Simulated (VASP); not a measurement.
# Ga (P6/mmm) in VASP: further runs, part 2 of 2

VASP 6.6.1. The steps go on from the part before.

## 3. Single point, PBEsol

INCAR

```
PREC = Accurate ; ENCUT = 520
EDIFF = 1E-6 ; ISMEAR = -1
SIGMA = 0.08 ; LREAL = False
LASPH = True ; NELM = 100
ALGO = Normal ; ISIF = 2
LWAVE = False ; LCHARG = True
GGA = PS ; LELF = True
LVHAR = True ; NBANDS = 26
```

KPOINTS

```
Automatic mesh
0
Gamma
  9 9 13
```

POSCAR

```
Ga
1.0
    3.9898011595      0.0000000000      0.0000000000
   -1.9949005797      3.4552691601      0.0000000000
    0.0000000000      0.0000000000      2.3693404791
Ga
3
Direct
    0.0000000000      0.0000000000      0.0000000000
    0.3333333333      0.6666666667      0.5000000000
    0.6666666667      0.3333333333      0.5000000000
```

Potentials or basis: VASP PAW PBE potentials, release 64 (Ga_d).

Launch:

```console
$ cat potpaw_PBE.64/Ga_d/POTCAR > POTCAR
$ mpirun -np 1 vasp_std > vasp.out
```

OUTCAR:

```text
PREC = Accurate
   ENCUT = 520
   EDIFF = 1E-6
   ISMEAR = -1
   LREAL = False
   LASPH = True
   NELM = 100
   ISIF = 2
   GGA = PS

 ion  position               nearest neighbor table
   1  0.000  0.000  0.000-   2 2.59   3 2.59   2 2.59   3 2.59   2 2.59   2 2.59   3 2.59   3 2.59
                             3 2.59   3 2.59   2 2.59   2 2.59
   2  0.333  0.667  0.500-   3 2.30   3 2.30   3 2.30   1 2.59   1 2.59   1 2.59   1 2.59   1 2.59
                             1 2.59
   3  0.667  0.333  0.500-   2 2.30   2 2.30   2 2.30   1 2.59   1 2.59   1 2.59   1 2.59   1 2.59
                             1 2.59

  LATTYP: Found a hexagonal cell.
 ALAT       =     3.9898011595
 C/A-ratio  =     0.5938492633

  Lattice vectors:

 A1 = (   3.9898011595,   0.0000000000,   0.0000000000)
 A2 = (  -1.9949005797,   3.4552691601,   0.0000000000)
 A3 = (   0.0000000000,   0.0000000000,   2.3693404791)

Analysis of symmetry for initial positions (statically):
=====================================================================
 Subroutine PRICEL returns:
 Original cell was already a primitive cell.

 Routine SETGRP: Setting up the symmetry group for a
 hexagonal supercell.

 Subroutine GETGRP returns: Found 24 space group operations
 (whereof 24 operations were pure point group operations)
 out of a pool of 24 trial point group operations.

The static configuration has the point symmetry D_6h.

Analysis of symmetry for dynamics (positions and initial velocities):
=====================================================================
 Subroutine PRICEL returns:
 Original cell was already a primitive cell.

 Routine SETGRP: Setting up the symmetry group for a
 hexagonal supercell.

 Subroutine GETGRP returns: Found 24 space group operations
 (whereof 24 operations were pure point group operations)
 out of a pool of 24 trial point group operations.

The dynamic configuration has the point symmetry D_6h.

 Subroutine INISYM returns: Found 24 space group operations
 (whereof 24 operations are pure point group operations),
 and found     1 'primitive' translations

----------------------------------------------------------------------------------------

                                     Primitive cell

  volume of cell :      32.6633

  direct lattice vectors                    reciprocal lattice vectors
     3.989801159  0.000000000  0.000000000     0.250639057  0.144706527  0.000000000
    -1.994900580  3.455269160  0.000000000     0.000000000  0.289413054  0.000000000
     0.000000000  0.000000000  2.369340479     0.000000000  0.000000000  0.422058378

  length of vectors
     3.989801159  3.989801159  2.369340479     0.289413054  0.289413054  0.422058378

  position of ions in fractional coordinates (direct lattice)
     0.000000000  0.000000000  0.000000000
     0.333333333  0.666666667  0.500000000
     0.666666667  0.333333333  0.500000000

  ion indices of the primitive-cell ions
   primitive index   ion index
                 1           1
                 2           2
                 3           3

----------------------------------------------------------------------------------------

 KPOINTS: Automatic mesh

Automatic generation of k-mesh.
 Grid dimensions read from file:
 generate k-points for:    9    9   13

 Generating k-lattice:

  Cartesian coordinates                     Fractional coordinates (reciprocal lattice)
     0.027848784  0.016078503  0.000000000     0.111111111 -0.000000000  0.000000000
     0.000000000  0.032157006  0.000000000     0.000000000  0.111111111  0.000000000
     0.000000000  0.000000000  0.032466029     0.000000000  0.000000000  0.076923077

  Length of vectors
     0.032157006  0.032157006  0.032466029

  Shift w.r.t. Gamma in fractional coordinates (k-lattice)
     0.000000000  0.000000000  0.000000000

 Subroutine IBZKPT returns following result:
 ===========================================

 Found     84 irreducible k-points:

 Following reciprocal coordinates:
            Coordinates               Weight
  0.000000  0.000000  0.000000      1.000000
  0.111111  0.000000  0.000000      6.000000
  0.222222 -0.000000  0.000000      6.000000
  0.333333 -0.000000  0.000000      6.000000
  0.444444 -0.000000  0.000000      6.000000
  0.111111  0.111111  0.000000      6.000000
[... 16 lines left out ...]
  0.333333  0.222222  0.076923     24.000000
  0.333333  0.333333  0.076923      4.000000
 [... further k-points ...]
   k-points           NKPTS =     84   k-points in BZ     NKDIM =     84   number of bands    NBANDS=     26
   number of dos      NEDOS =    301   number of ions     NIONS =      3
   total plane-waves  NPLWV =  16200
   dimension x,y,z NGX =    30 NGY =   30 NGZ =   18
   dimension x,y,z NGXF=    60 NGYF=   60 NGZF=   36
   ions per type =               3
   NGX,Y,Z   is equivalent  to a cutoff of  12.50, 12.50, 12.63 a.u.
   NGXF,Y,Z  is equivalent  to a cutoff of  25.00, 25.00, 25.26 a.u.
 SYSTEM =  unknown system
   PREC   = accura    normal or accurate (medium, high low for compatibility)
   ISTART =      0    job   : 0-new  1-cont  2-samecut
   ICHARG =      2    charge: 1-file 2-atom 10-const
   ISPIN  =      1    spin polarized calculation?
   LNONCOLLINEAR =      F non collinear calculations
   LSORBIT =      F    spin-orbit coupling
   LASPH  =      T    aspherical Exc in radial PAW
   ENCUT  =  520.0 eV  38.22 Ry    6.18 a.u.   7.42  7.42  4.41*2*pi/ulx,y,z
   NELM   =    100;   NELMIN=  2; NELMDL= -5     # of ELM steps
   EDIFF  = 0.1E-05   stopping-criterion for ELM
   LREAL  =      F    real-space projection
   EDIFFG = 0.1E-04   stopping-criterion for IOM
   NSW    =      0    number of steps for IOM
   IBRION =     -1    ionic relax: 0-MD 1-quasi-New 2-CG
   NFREE  =      0    steps in history (QN), initial steepest desc. (CG)
   ISIF   =      2    stress and relaxation
   ISYM   =      2    0-nonsym 1-usesym 2-fastsym
   POTIM  = 0.5000    time-step for ionic-motion
   TEBEG  =    0.0;   TEEND  =   0.0 temperature during run
   PSTRESS=    0.0 pullay stress
   NELECT =      39.0000    total number of electrons
   NUPDOWN=      -1.0000    fix difference up-down
   EMIN   =  10.00;   EMAX   =-10.00  energy-range for DOS
   EFERMI =   0.00;   METHOD = LEGACY
   ISMEAR =    -1;   SIGMA  =   0.08  broadening in eV -4-tet -1-fermi 0-gaus
   EFERMI_NEDOS =   21; number of points for ismear=-14 and -15
   IALGO  =     38    algorithm
   IMIX   =      4    mixing-type and parameters
     AMIX     =   0.40;   BMIX     =  1.00
     AMIX_MAG =   1.60;   BMIX_MAG =  1.00
  volume/ion in A,a.u.               =      10.89        73.47
  Fermi-wavevector in a.u.,A,eV,Ry     =   1.736772  3.282023 41.040304  3.016377
  Thomas-Fermi vector in A             =   2.810123
   LORBIT       =      0    0 simple, 1 ext, 2 COOP (PROOUT), +10 PAW based schemes
   GGA     = PS    functional components
   LHFCALC =     F    Hartree Fock is set to
   AEXX    =    0.0000 exact exchange contribution
   IVDW    =     0    specifies the selected vdW correction
   LEPSILON=     F    determine dielectric tensor
   LRPA    =     F    only Hartree local field effects (RPA)
 non-spin polarized calculation
  energy-cutoff  :      520.00
  volume of cell :       32.66
 maximum number of plane-waves:       927
 NGX is ok and might be reduce to    30
   NGX = 15   NGY = 15   NGZ =  9

 number of electron      38.9999950 magnetization

 Free energy of the ion-electron system (eV)
  ---------------------------------------------------
  ext. energy  EPLUGINS =         0.00000000
  ---------------------------------------------------
  free energy    TOTEN  =        -5.78736729 eV

  energy without entropy =       -5.76770801  energy(sigma->0) =       -5.77753765

 E-fermi :  12.2572     XC(G=0): -14.2415

 val. band max:       12.2142754712   @ k =   0.2222   0.1111   0.0769
 cond. band min:      12.3053047642   @ k =   0.1111   0.1111   0.3077
 fundamental gap:      0.0910292930
 Fermi energy:        12.2571949583

 k-point     1 :       0.0000    0.0000    0.0000
  band No.  band energies     occupation
      1      -4.7192      2.00000
      2      -4.3100      2.00000
      3      -4.0938      2.00000
      4      -4.0906      2.00000
      5      -3.9425      2.00000
      6      -3.9425      2.00000
[... 685 lines left out ...]
     25      24.6857      0.00000
     26      24.8091      0.00000

 [... further k-points ...]

------------------------ aborting loop because EDIFF is reached ----------------------------------------

  FORCE on cell =-STRESS in cart. coord.  units (eV):
  Direction    XX          YY          ZZ          XY          YZ          ZX
  --------------------------------------------------------------------------------------
  -------------------------------------------------------------------------------------
  Total       20.4622412     20.4622412     20.4652943      0.0000000      0.0000000      0.0000000
  in kB     1003.6982600   1003.6982600   1003.8480188      0.0000000      0.0000000      0.0000000
  external PRESSURE =    1003.7481796 kB  Pullay stress =       0.0000000 kB

 VOLUME and BASIS-vectors are now :
 -----------------------------------------------------------------------------
  energy-cutoff  :      520.00
  volume of cell :       32.66
      direct lattice vectors                 reciprocal lattice vectors
     3.989801159  0.000000000  0.000000000     0.250639057  0.144706527  0.000000000
    -1.994900580  3.455269160  0.000000000     0.000000000  0.289413054  0.000000000
     0.000000000  0.000000000  2.369340479     0.000000000  0.000000000  0.422058378

 POSITION                                       TOTAL-FORCE (eV/Angst)
 -----------------------------------------------------------------------------------
      0.00000      0.00000      0.00000        -0.000000      0.000000     -0.000000
     -0.00000      2.30351      1.18467         0.000000     -0.000000     -0.000000
      1.99490      1.15176      1.18467         0.000000      0.000000      0.000000
 -----------------------------------------------------------------------------------
    total drift:                               -0.000000      0.000000      0.000000

  FREE ENERGIE OF THE ION-ELECTRON SYSTEM (eV)
  ---------------------------------------------------
  free  energy   TOTEN  =        -5.7873672947 eV

  energy  without entropy=       -5.7677080083  energy(sigma->0) =       -5.77753765
```

stdout:

```text
POSCAR found type information on POSCAR Ga
 POSCAR found :  1 types and       3 ions
 scaLAPACK will be used
 -----------------------------------------------------------------------------
|                                                                             |
|                                                                             |
|     You enforced a specific xc type in the INCAR file but a different       |
|     I HOPE YOU KNOW WHAT YOU ARE DOING!                                     |
|                                                                             |
 -----------------------------------------------------------------------------

 LDA part: xc-table for (Slater+PW92), standard interpolation
 POSCAR, INCAR and KPOINTS ok, starting setup
 FFT: planning ... GRIDC
 FFT: planning ... GRID_SOFT
 FFT: planning ... GRID
 WAVECAR not read
 entering main loop
```

Wall time 41 s (1 thread of AMD EPYC 9R45 (Zen 5), shared host); peak memory 0.15 GiB.

Results:

```yaml
Free_energy: -5.7874 eV
Pressure: 100.4 GPa
```

Caveat: the PAW data sets were made with another functional, which shifts forces and pressure a little.
